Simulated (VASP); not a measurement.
A run of VASP 6.6.1:

File INCAR:

```
PREC = Accurate
ENCUT = 520
EDIFF = 1E-7
ISMEAR = -1
SIGMA = 0.1
LREAL = F
LASPH = T
NELM = 80
ALGO = Normal
ISIF = 2
LWAVE = F
LCHARG = T
GGA = PE
LELF = T
LVHAR = T
NBANDS = 16
```

File KPOINTS:

```
regular mesh
0
Gamma
  8 8 7
```

POSCAR

```
TiB2
1.0
    3.0292000000      0.0000000000      0.0000000000
   -1.5146000000      2.6233641531      0.0000000000
    0.0000000000      0.0000000000      3.2284000000
Ti B
1 2
Direct
    0.0000000000      0.0000000000      0.0000000000
    0.3333333333      0.6666666667      0.5000000000
    0.6666666667      0.3333333333      0.5000000000
```

Potentials or basis: VASP PAW PBE potentials, release 64 (Ti_sv, B).

Launch:

```console
$ cat potpaw_PBE.64/Ti_sv/POTCAR potpaw_PBE.64/B/POTCAR > POTCAR
$ mpirun -np 1 vasp_std > vasp.out
```

Hardware: 1 thread of Intel(R) Xeon(R) Platinum 8559C (Emerald Rapids) (shared host).

**Question.** Estimate the wall time of this run.

**Answer.** Run time: 8.2 s on 1 thread of Intel(R) Xeon(R) Platinum 8559C (Emerald Rapids), on a shared host, peak memory 0.14 GiB. Counts: scf iterations 14, k points 40.
